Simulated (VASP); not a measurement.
Input of a VASP 6.6.1 run:

The input INCAR:

```
SYSTEM = Si
PREC = Accurate
ENCUT = 550
EDIFF = 1E-8
ISMEAR = 0
SIGMA = 0.01
LREAL = .False.
LASPH = .True.
NELM = 120
ALGO = Normal
ISIF = 2
LWAVE = .False.
LCHARG = .True.
METAGGA = R2SCAN
LMIXTAU = .True.
NBANDS = 11
IBRION = 6
NFREE = 2
POTIM = 0.015
NSW = 1
GGA_COMPAT = .False.
```

File KPOINTS:

```
Automatic mesh
0
Gamma
  4 4 4
  0 0 0
```

File POSCAR:

```
Si
1.0
    0.0000000000      2.7200000000      2.7200000000
    2.7200000000      0.0000000000      2.7200000000
    2.7200000000      2.7200000000      0.0000000000
Si
2
Direct
    0.0000000000      0.0000000000      0.0000000000
    0.2500000000      0.2500000000      0.2500000000
```

Potentials or basis: VASP PAW PBE potentials, release 64 (Si).

Launch:

```sh
$ cat potpaw_PBE.64/Si/POTCAR > POTCAR
$ mpirun -np 1 vasp_std > vasp.out
```

(1) What does it give for the highest phonon frequency at Γ?

## Answers

(1) 527 cm⁻¹.

Caveat: the k points lie up to 0.50 Å⁻¹ apart.
